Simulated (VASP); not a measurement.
A run of VASP 6.6.1 is set up as follows.

The input INCAR:

```
PREC = Accurate
ENCUT = 520
EDIFF = 1E-6
ISMEAR = 0
SIGMA = 0.15
LREAL = False
LASPH = True
NELM = 60
ALGO = Fast
ISIF = 2
LWAVE = False
LCHARG = False
GGA = PS
NBANDS = 10
```

Contents of KPOINTS:

```
regular mesh
0
Gamma
  12 12 12
```

File POSCAR:

```
Cs
1.0
   -3.1736250000      3.1736250000      3.0980625000
    3.1736250000     -3.1736250000      3.0980625000
    3.1736250000      3.1736250000     -3.0980625000
Cs
1
Direct
    0.0000000000      0.0000000000      0.0000000000
```

Potentials or basis: VASP PAW PBE potentials, release 64 (Cs_sv).

The run is started by

```console
$ cat potpaw_PBE.64/Cs_sv/POTCAR > POTCAR
$ mpirun -np 1 vasp_std > vasp.out
```

Task: Estimate the pressure.

Result: -0.2 GPa.

Task: What does it give for the band gap on the k mesh?

Result: Zero (an odd number of electrons rules out a gap without spin polarisation).

Caveat: the cell differs from its parent crystal (strain +0.050 along x and y, +0.025 along z); the PAW data sets were made with another functional, which shifts forces and pressure a little; spin-orbit coupling is left out, which moves the levels of the heavy elements.
